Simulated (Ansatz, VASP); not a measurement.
**BiOs in VASP and in Ansatz**

Contents of INCAR:

```
  PREC = Accurate
  ENCUT = 520
  EDIFF = 1E-6
  ISMEAR = 0
  SIGMA = 0.1
  LREAL = F
  LASPH = T
  NELM = 80
  ALGO = Fast
  ISIF = 2
  LWAVE = F
  LCHARG = F
  GGA = PS
  NBANDS = 18
```

File KPOINTS:

```
Automatic mesh
0
Gamma
  14 14 8
```

The input POSCAR:

```
BiOs
1.0
    2.2327030395     -2.2103981140      0.0000000000
    2.2327030395      2.2103981140      0.0000000000
   -0.1663869082      0.0000000000      5.7280346602
Bi Os
1 1
Direct
    0.0000000000      0.0000000000      0.5000000000
    0.0000000000      0.0000000000      0.0000000000
```

Input for Ansatz:

```yaml
crystal:
  lattice:
    - [2.2327030395, -2.210398114, 0.0]
    - [2.2327030395, 2.210398114, 0.0]
    - [-0.1663869082, 0.0, 5.7280346602]
  atoms:
    - { symbol: Bi, position: [0.0, 0.0, 0.5] }
    - { symbol: Os, position: [0.0, 0.0, 0.0] }
basis:
  ecutwfc: 420
kpoints:
  mp_grid: { grid: [14, 14, 8] }
hamiltonian:
  xc: pbesol
scf:
  occupations: { method: gaussian, width: 0.1 }
output:
  forces: true
  stress: true
  eigenvalues: true
```

Alike in both runs: task single point; functional PBEsol; k mesh 14 × 14 × 8; occupations gaussian, width 0.1 eV; no spin polarisation.

|  | VASP | Ansatz |
| --- | --- | --- |
| version | VASP 6.6.1 | Ansatz 0.2.0 |
| potentials or method | VASP PAW PBE potentials, release 64 (Bi_d, Os), cutoff 520 eV | scalar-relativistic, plane waves, PAW |
| valence electrons in the cell | 23 | 31 |

Ansatz gave:

```
gap on the k mesh at the Fermi level (eV)                     : none
pressure (GPa)                                                : -16.6
traceless stress, the component that is largest in VASP (GPa) : -0.47
```

Problem. What did VASP give for the same quantities?

Solution. gap on the k mesh at the Fermi level (eV): none; pressure (GPa): -16.6; traceless stress, the component that is largest in VASP (GPa): -0.58.

VASP's potentials were made for PBE, not for PBEsol. A gap of «none» marks a metal or a gap that the smearing closes. VASP's potentials hold 23 valence electrons a cell and Ansatz's 31, so a difference there can come from the potentials and not from the codes.

Neither program's run includes spin-orbit coupling.
